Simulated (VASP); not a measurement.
Set up this calculation in VASP 6.6.1, as the native input.

- Task: single point
- Functional: PBE
- Potentials or basis: VASP PAW PBE potentials, release 64 (Mg)
- Cutoff: 600 eV
- k mesh: 22 × 22 × 22
- Occupations: gaussian, width 0.1 eV
- Spin: no spin polarisation
- Dipole correction: no
- Further INCAR settings: ALGO = Normal; EDIFF = 1e-06; NBANDS = 7

The structure of Mg lies in POSCAR:

```
Mg
1.0
    0.0000000000      2.2611172133      2.2611172133
    2.2611172133      0.0000000000      2.2611172133
    2.2611172133      2.2611172133      0.0000000000
Mg
1
Direct
    0.0000000000      0.0000000000      0.0000000000
```

This isn't the form of Mg at room conditions, which is hcp.

The input as run:

INCAR

```
PREC     = Accurate       # precision mode
ENCUT    = 600            # plane-wave cutoff, eV
EDIFF    = 1E-6           # SCF threshold, eV
ISMEAR   = 0              # smearing method
SIGMA    = 0.1            # smearing width, eV
LREAL    = F              # projectors in reciprocal space
LASPH    = T              # aspherical terms in the spheres
NELM     = 120            # most SCF steps
ALGO     = Normal         # electronic algorithm
ISIF     = 2              # what is computed and relaxed
LWAVE    = F              # write WAVECAR
LCHARG   = F              # write CHGCAR
GGA      = PE             # functional
NBANDS   = 7              # bands
GGA_COMPAT= F
```

KPOINTS

```
Automatic mesh
0
Gamma
  22 22 22
```

Potentials or basis: VASP PAW PBE potentials, release 64 (Mg).

The run is started by

```sh
$ cat potpaw_PBE.64/Mg/POTCAR > POTCAR
$ mpirun -np 1 vasp_std > vasp.out
```

Results of the run:

The pressure is -0.1 GPa. The band gap on the k mesh is zero (bands 1 and 2 overlap by 2.44 eV).

It took 2 min on 1 thread of Intel Xeon 8259CL, with other jobs on the host, peak memory 0.18 GiB.
